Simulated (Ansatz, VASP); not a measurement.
# InP3 in VASP and in Ansatz

```
In P
1.0
     3.70776    2.14068    3.48232
    -3.70776    2.14068    3.48232
     0.00000   -4.28136    3.48232
In P
2 6
Direct
  0.26900 0.26900 0.26900
  0.73100 0.73100 0.73100
  0.79700 0.25200 0.79700
  0.79700 0.79700 0.25200
  0.25200 0.79700 0.79700
  0.20300 0.74800 0.20300
  0.74800 0.20300 0.20300
  0.20300 0.20300 0.74800
```

Alike in both runs: task single point; functional r2SCAN; k mesh 6 × 6 × 6; no spin polarisation.

|  | VASP | Ansatz |
| --- | --- | --- |
| version | VASP 6.6.1 | Ansatz 0.2.0 |
| potentials or method | VASP PAW PBE potentials, release 64 (In_d, P), cutoff 520 eV | PAW plane waves |
| occupations | fermi-dirac, width 0.1 eV | fermi-dirac |
| valence electrons in the cell | 56 | 56 |

```tsv
	VASP	Ansatz	Ansatz less VASP
pressure (GPa)	-1.2	-0.8	+0.35
traceless stress, the component that is largest in VASP (GPa)	-1.34	-1.40	-0.060
rms of the force components (eV/Å)	0.255	0.216	-0.0389
```

VASP's potentials were made for PBE, not for r2SCAN. Atom by atom the forces differ by 0.048 eV/Å (rms over components).
